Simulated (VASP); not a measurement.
# Se (P3_221) in VASP: further runs, part 2 of 2

VASP 6.6.1. The steps go on from the part before.

**3. Electric field gradients, PBE (26.56 Å³/atom)**

File INCAR:

```
SYSTEM = Se
PREC = Accurate
ENCUT = 520
EDIFF = 1E-8
ISMEAR = -1
SIGMA = 0.03
LREAL = .False.
LASPH = .True.
NELM = 60
ALGO = Normal
ISIF = 2
LWAVE = .False.
LCHARG = .False.
GGA = PE
LEFG = .True.
NBANDS = 16
```

File KPOINTS:

```
regular mesh
0
Gamma
  8 8 6
  0 0 0
```

File POSCAR:

```
Se
1.0
    4.3259394702      0.0000000000      0.0000000000
   -2.1629697351      3.7463734764      0.0000000000
    0.0000000000      0.0000000000      4.9162312139
Se
3
Direct
    0.2170000000      0.0000000000      0.1666666667
    0.0000000000      0.2170000000      0.8333333333
    0.7830000000      0.7830000000      0.5000000000
```

Potentials or basis: VASP PAW PBE potentials, release 64 (Se).

Command:

```sh
> cat potpaw_PBE.64/Se/POTCAR > POTCAR
> mpirun -np 1 vasp_std > vasp.out
```

OUTCAR:

```text
SYSTEM = Se
   PREC = Accurate
   ENCUT = 520
   EDIFF = 1E-8
   ISMEAR = -1
   LREAL = .False.
   LASPH = .True.
   NELM = 60
   ISIF = 2
   GGA = PE

 ion  position               nearest neighbor table
   1  0.217  0.000  0.167-   3 2.31   2 2.31
   2  0.000  0.217  0.833-   3 2.31   1 2.31
   3  0.783  0.783  0.500-   2 2.31   1 2.31

  LATTYP: Found a hexagonal cell.
 ALAT       =     4.3259394702
 C/A-ratio  =     1.1364539998

  Lattice vectors:

 A1 = (   4.3259394702,   0.0000000000,   0.0000000000)
 A2 = (  -2.1629697351,   3.7463734764,   0.0000000000)
 A3 = (   0.0000000000,   0.0000000000,   4.9162312139)

Analysis of symmetry for initial positions (statically):
=====================================================================
 Subroutine PRICEL returns:
 Original cell was already a primitive cell.

 Routine SETGRP: Setting up the symmetry group for a
 hexagonal supercell.

 Subroutine GETGRP returns: Found  6 space group operations
 (whereof  2 operations were pure point group operations)
 out of a pool of 24 trial point group operations.

The static configuration has the point symmetry C_2 .
 The point group associated with its full space group is D_3 .

Analysis of symmetry for dynamics (positions and initial velocities):
=====================================================================
 Subroutine PRICEL returns:
 Original cell was already a primitive cell.

 Routine SETGRP: Setting up the symmetry group for a
 hexagonal supercell.

 Subroutine GETGRP returns: Found  6 space group operations
 (whereof  2 operations were pure point group operations)
 out of a pool of 24 trial point group operations.

The dynamic configuration has the point symmetry C_2 .
 The point group associated with its full space group is D_3 .

 Subroutine INISYM returns: Found  6 space group operations
 (whereof  2 operations are pure point group operations),
 and found     1 'primitive' translations

----------------------------------------------------------------------------------------

                                     Primitive cell

  volume of cell :      79.6753

  direct lattice vectors                    reciprocal lattice vectors
     4.325939470  0.000000000  0.000000000     0.231163660  0.133462401  0.000000000
    -2.162969735  3.746373476  0.000000000     0.000000000  0.266924802  0.000000000
     0.000000000  0.000000000  4.916231214     0.000000000  0.000000000  0.203407846

  length of vectors
     4.325939470  4.325939470  4.916231214     0.266924802  0.266924802  0.203407846

  position of ions in fractional coordinates (direct lattice)
     0.217000000  0.000000000  0.166666667
     0.000000000  0.217000000  0.833333333
     0.783000000  0.783000000  0.500000000

  ion indices of the primitive-cell ions
   primitive index   ion index
                 1           1
                 2           2
                 3           3

[... 79 lines left out ...]
   POTIM  = 0.5000    time-step for ionic-motion
   TEBEG  =    0.0;   TEEND  =   0.0 temperature during run
   PSTRESS=    0.0 pullay stress
   NELECT =      18.0000    total number of electrons
   NUPDOWN=      -1.0000    fix difference up-down
   EMIN   =  10.00;   EMAX   =-10.00  energy-range for DOS
   EFERMI =   0.00;   METHOD = LEGACY
   ISMEAR =    -1;   SIGMA  =   0.03  broadening in eV -4-tet -1-fermi 0-gaus
   EFERMI_NEDOS =   21; number of points for ismear=-14 and -15
   IALGO  =     38    algorithm
   IMIX   =      4    mixing-type and parameters
     AMIX     =   0.40;   BMIX     =  1.00
     AMIX_MAG =   1.60;   BMIX_MAG =  1.00
  volume/ion in A,a.u.               =      26.56       179.23
  Fermi-wavevector in a.u.,A,eV,Ry     =   0.997067  1.884184 13.526135  0.994143
  Thomas-Fermi vector in A             =   2.129198
   LORBIT       =      0    0 simple, 1 ext, 2 COOP (PROOUT), +10 PAW based schemes
   GGA     = PE    functional components
   LHFCALC =     F    Hartree Fock is set to
   AEXX    =    0.0000 exact exchange contribution
   IVDW    =     0    specifies the selected vdW correction
   LEPSILON=     F    determine dielectric tensor
   LRPA    =     F    only Hartree local field effects (RPA)
 non-spin polarized calculation
  energy-cutoff  :      520.00
  volume of cell :       79.68
 maximum number of plane-waves:      2158
   NGX = 17   NGY = 17   NGZ = 19

 number of electron      17.9999999 magnetization

 Free energy of the ion-electron system (eV)
  ---------------------------------------------------
  ext. energy  EPLUGINS =         0.00000000
  ---------------------------------------------------
  free energy    TOTEN  =       -10.30548160 eV

  energy without entropy =      -10.30548160  energy(sigma->0) =      -10.30548160

 E-fermi :   3.5354     XC(G=0):  -8.9201

 val. band max:        2.9849013532   @ k =   0.5000   0.0000   0.5000
 cond. band min:       4.1026482615   @ k =   0.3750   0.2500   0.5000
 fundamental gap:      1.1177469082
 Fermi energy:         3.5354215155

 k-point     1 :       0.0000    0.0000    0.0000
  band No.  band energies     occupation
      1     -13.3574      2.00000
      2      -8.9310      2.00000
      3      -8.9310      2.00000
      4      -1.0812      2.00000
      5      -1.0812      2.00000
      6      -0.9193      2.00000
[... 433 lines left out ...]
      3      -8.2727      2.00000
      4      -2.5544      2.00000
      5      -2.2681      2.00000
      6      -0.5070      2.00000
[... 8 lines left out ...]
     15      11.6887      0.00000
     16      12.5764      0.00000

 [... further k-points ...]

------------------------ aborting loop because EDIFF is reached ----------------------------------------

  FORCE on cell =-STRESS in cart. coord.  units (eV):
  Direction    XX          YY          ZZ          XY          YZ          ZX
  --------------------------------------------------------------------------------------
  -------------------------------------------------------------------------------------
  Total        2.9499488      2.9499488      4.8400090      0.0000000      0.0000000      0.0000000
  in kB       59.3200141     59.3200141     97.3269116      0.0000000      0.0000000      0.0000000
  external PRESSURE =      71.9889799 kB  Pullay stress =       0.0000000 kB

 VOLUME and BASIS-vectors are now :
 -----------------------------------------------------------------------------
  energy-cutoff  :      520.00
  volume of cell :       79.68
      direct lattice vectors                 reciprocal lattice vectors
     4.325939470  0.000000000  0.000000000     0.231163660  0.133462401  0.000000000
    -2.162969735  3.746373476  0.000000000     0.000000000  0.266924802  0.000000000
     0.000000000  0.000000000  4.916231214     0.000000000  0.000000000  0.203407846

 POSITION                                       TOTAL-FORCE (eV/Angst)
 -----------------------------------------------------------------------------------
      0.93873      0.00000      0.81937         1.448396     -0.000000      0.000000
     -0.46936      0.81296      4.09686        -0.724198      1.254348     -0.000000
      1.69361      2.93341      2.45812        -0.724198     -1.254348      0.000000
 -----------------------------------------------------------------------------------
    total drift:                               -0.000000     -0.000000     -0.000000

  FREE ENERGIE OF THE ION-ELECTRON SYSTEM (eV)
  ---------------------------------------------------
  free  energy   TOTEN  =       -10.3054816017 eV

  energy  without entropy=      -10.3054816014  energy(sigma->0) =      -10.30548160

 Electric field gradients (V/A^2)
---------------------------------------------------------------------
 ion       V_xx      V_yy      V_zz      V_xy      V_xz      V_yz
---------------------------------------------------------------------
   1     146.931  -342.891   195.959    -0.000     0.000  -314.121
   2    -220.435    24.476   195.959  -212.099   272.037   157.061
   3    -220.435    24.476   195.959   212.099  -272.037   157.061
---------------------------------------------------------------------

 Electric field gradients after diagonalization (V/A^2)
 (convention: |V_zz| > |V_xx| > |V_yy|)
----------------------------------------------------------------------
 ion       V_xx      V_yy      V_zz     asymmetry (V_yy - V_xx)/ V_zz
----------------------------------------------------------------------
   1     340.373   146.931  -487.304       0.397
   2     340.373   146.931  -487.304       0.397
   3     340.373   146.931  -487.304       0.397
----------------------------------------------------------------------

           NMR quadrupolar parameters

 Cq : quadrupolar parameter    Cq=e*Q*V_zz/h
 eta: asymmetry parameters     (V_yy - V_xx)/ V_zz
 Q  : nuclear electric quadrupole moment in mb (millibarn)
----------------------------------------------------------------------
 ion       Cq(MHz)       eta       Q (mb)
----------------------------------------------------------------------
   1      -1.178       0.397       1.000
   2      -1.178       0.397       1.000
   3      -1.178       0.397       1.000
----------------------------------------------------------------------
```

Run time: 46 s. Hardware: 1 thread of Intel Xeon 6975P-C, shared host; peak memory 0.21 GiB.

Results:

```
Free energy                             : -10.3055 eV
Pressure                                : 7.2 GPa
Largest force                           : 1.448 eV/Å
Band gap on the k mesh                  : 1.12 eV (least direct gap 1.19 eV)
Largest electric field gradient by atom : Se -487.3 V/Å²
```

Forces on the atoms (eV/Å):
```
Se   1.448  0.000  0.000
Se  -0.724  1.254  0.000
Se  -0.724 -1.254  0.000
```

Stress tensor (GPa, compression positive):
```
5.93 0.00 0.00
0.00 5.93 0.00
0.00 0.00 9.73
```

Electric field gradients, principal values (V/Å²):
```
atom    least   middle  greatest (by size)
1 Se  146.931  340.373            -487.304
2 Se  146.931  340.373            -487.304
3 Se  146.931  340.373            -487.304
```

Caveat: the cell stands under pressure; without QUAD_EFG the Cq values of the log hold for a quadrupole moment of 1 mb, not for the nuclei; forces of over 1 eV/Å act on the atoms, so gaps and moduli don't describe the material at rest. A k mesh can miss the band edges.

**4. Electric field gradients, PBE (27.37 Å³/atom)**

This run uses another cell than the first one, of 27.37 Å³/atom.

INCAR is that of step 3.

KPOINTS is that of step 3.

File POSCAR:

```
Se
1.0
    4.3696387861      0.0000000000      0.0000000000
   -2.1848193931      3.7842181942      0.0000000000
    0.0000000000      0.0000000000      4.9658934763
Se
3
Direct
    0.2170000000      0.0000000000      0.1666666667
    0.0000000000      0.2170000000      0.8333333333
    0.7830000000      0.7830000000      0.5000000000
```

Potentials or basis: VASP PAW PBE potentials, release 64 (Se).

Command:

```sh
> cat potpaw_PBE.64/Se/POTCAR > POTCAR
> mpirun -np 1 vasp_std > vasp.out
```

OUTCAR:

```text
SYSTEM = Se
   PREC = Accurate
   ENCUT = 520
   EDIFF = 1E-8
   ISMEAR = -1
   LREAL = .False.
   LASPH = .True.
   NELM = 60
   ISIF = 2
   GGA = PE

 ion  position               nearest neighbor table
   1  0.217  0.000  0.167-   3 2.33   2 2.33
   2  0.000  0.217  0.833-   3 2.33   1 2.33
   3  0.783  0.783  0.500-   1 2.33   2 2.33

  LATTYP: Found a hexagonal cell.
 ALAT       =     4.3696387861
 C/A-ratio  =     1.1364539998

  Lattice vectors:

 A1 = (   4.3696387861,   0.0000000000,   0.0000000000)
[... 675 lines left out ...]

  energy  without entropy=      -10.3980491466  energy(sigma->0) =      -10.39804915

 Electric field gradients (V/A^2)
---------------------------------------------------------------------
 ion       V_xx      V_yy      V_zz      V_xy      V_xz      V_yz
---------------------------------------------------------------------
   1     153.086  -349.671   196.585    -0.000     0.000  -318.337
   2    -223.982    27.397   196.585  -217.701   275.688   159.168
   3    -223.982    27.397   196.585   217.700  -275.688   159.168
---------------------------------------------------------------------

 Electric field gradients after diagonalization (V/A^2)
 (convention: |V_zz| > |V_xx| > |V_yy|)
----------------------------------------------------------------------
 ion       V_xx      V_yy      V_zz     asymmetry (V_yy - V_xx)/ V_zz
----------------------------------------------------------------------
   1     342.906   153.086  -495.992       0.383
   2     342.906   153.086  -495.992       0.383
   3     342.905   153.086  -495.991       0.383
----------------------------------------------------------------------

           NMR quadrupolar parameters

 Cq : quadrupolar parameter    Cq=e*Q*V_zz/h
 eta: asymmetry parameters     (V_yy - V_xx)/ V_zz
 Q  : nuclear electric quadrupole moment in mb (millibarn)
----------------------------------------------------------------------
 ion       Cq(MHz)       eta       Q (mb)
----------------------------------------------------------------------
   1      -1.199       0.383       1.000
   2      -1.199       0.383       1.000
   3      -1.199       0.383       1.000
----------------------------------------------------------------------
```

OSZICAR:

```text
N       E                     dE             d eps       ncg     rms          rms(c)
DAV:   1     0.848276708098E+02    0.84828E+02   -0.71453E+03  1600   0.931E+02
DAV:   2    -0.508078160463E+01   -0.89908E+02   -0.85909E+02  2152   0.158E+02
DAV:   3    -0.104426773424E+02   -0.53619E+01   -0.53440E+01  1968   0.435E+01
DAV:   4    -0.104809570715E+02   -0.38280E-01   -0.38269E-01  2088   0.435E+00
DAV:   5    -0.104812316218E+02   -0.27455E-03   -0.27455E-03  2008   0.366E-01    0.747E+00
DAV:   6    -0.104194713972E+02    0.61760E-01   -0.37739E-02  1944   0.121E+00    0.463E+00
DAV:   7    -0.103986859938E+02    0.20785E-01   -0.77851E-02  1888   0.169E+00    0.214E-01
DAV:   8    -0.103978820584E+02    0.80394E-03   -0.91902E-03  1808   0.592E-01    0.109E-01
DAV:   9    -0.103979939299E+02   -0.11187E-03   -0.33927E-04  2272   0.115E-01    0.366E-02
DAV:  10    -0.103980450618E+02   -0.51132E-04   -0.52040E-05  1856   0.486E-02    0.682E-03
DAV:  11    -0.103980492606E+02   -0.41988E-05   -0.88583E-06  2152   0.180E-02    0.413E-03
DAV:  12    -0.103980491559E+02    0.10472E-06   -0.17282E-06  2016   0.838E-03    0.157E-03
DAV:  13    -0.103980491556E+02    0.28479E-09   -0.29505E-07  2096   0.314E-03    0.547E-04
DAV:  14    -0.103980491470E+02    0.85765E-08   -0.27064E-08  2048   0.102E-03
   1 F= -.10398049E+02 E0= -.10398049E+02  d E =-.383395E-09
```

stdout:

```text
POSCAR found type information on POSCAR Se
 POSCAR found :  1 types and       3 ions
 scaLAPACK will be used
 LDA part: xc-table for (Slater+PW92), standard interpolation
 POSCAR, INCAR and KPOINTS ok, starting setup
 FFT: planning ... GRIDC
 FFT: planning ... GRID_SOFT
 FFT: planning ... GRID
 WAVECAR not read
 entering main loop
ion   1

ion   2
     0.0000499     4.1106766    -2.8994951    -3.0398824    -5.0220728     2.3733002
     0.0000687     4.1106766    -2.8994950    -3.0398824    -5.0220727     2.3733002
     0.0000946     4.1106765    -2.8994950    -3.0398823    -5.0220727     2.3733002
     0.0001302     4.1106764    -2.8994949    -3.0398823    -5.0220726     2.3733002

     0.0000499   199.2381722  -145.5275718  -155.6202345  -252.0611482   115.0302123
     0.0000687   199.2333189  -145.5240129  -155.6164325  -252.0549840   115.0274103
     0.0000946   199.2254509  -145.5182433  -155.6102691  -252.0449907   115.0228677
     0.0001302   199.2127593  -145.5089363  -155.6003276  -252.0288706   115.0155402

ion   3
     0.0000499    -4.1106766    -2.8994951    -3.0398824     5.0220728     2.3733002
     0.0000687    -4.1106766    -2.8994950    -3.0398824     5.0220727     2.3733002
     0.0000946    -4.1106765    -2.8994950    -3.0398823     5.0220727     2.3733002
     0.0001302    -4.1106764    -2.8994949    -3.0398823     5.0220726     2.3733002

     0.0000499  -199.2381723  -145.5275718  -155.6202345   252.0611482   115.0302124
     0.0000687  -199.2333189  -145.5240129  -155.6164325   252.0549840   115.0274103
     0.0000946  -199.2254510  -145.5182433  -155.6102691   252.0449908   115.0228677
     0.0001302  -199.2127594  -145.5089363  -155.6003276   252.0288706   115.0155402
```

It took 42 s on 1 thread of Intel Xeon 6975P-C, shared host; peak memory 0.21 GiB.

What came out:

```
Free energy                             : -10.3980 eV
Pressure                                : 5.0 GPa
Largest force                           : 1.064 eV/Å
Band gap on the k mesh                  : 1.09 eV (least direct gap 1.16 eV)
Largest electric field gradient by atom : Se -496.0 V/Å²
```

Forces on the atoms (eV/Å):
```
Se   1.064  0.000  0.000
Se  -0.532  0.921  0.000
Se  -0.532 -0.921  0.000
```

Stress tensor (GPa, compression positive):
```
4.20 0.00 0.00
0.00 4.20 0.00
0.00 0.00 6.64
```

Electric field gradients, principal values (V/Å²):
```
atom    least   middle  greatest (by size)
1 Se  153.086  342.906            -495.992
2 Se  153.086  342.906            -495.992
3 Se  153.086  342.905            -495.991
```

Caveat: the cell stands under pressure; without QUAD_EFG the Cq values of the log hold for a quadrupole moment of 1 mb, not for the nuclei; forces of over 1 eV/Å act on the atoms, so gaps and moduli don't describe the material at rest.
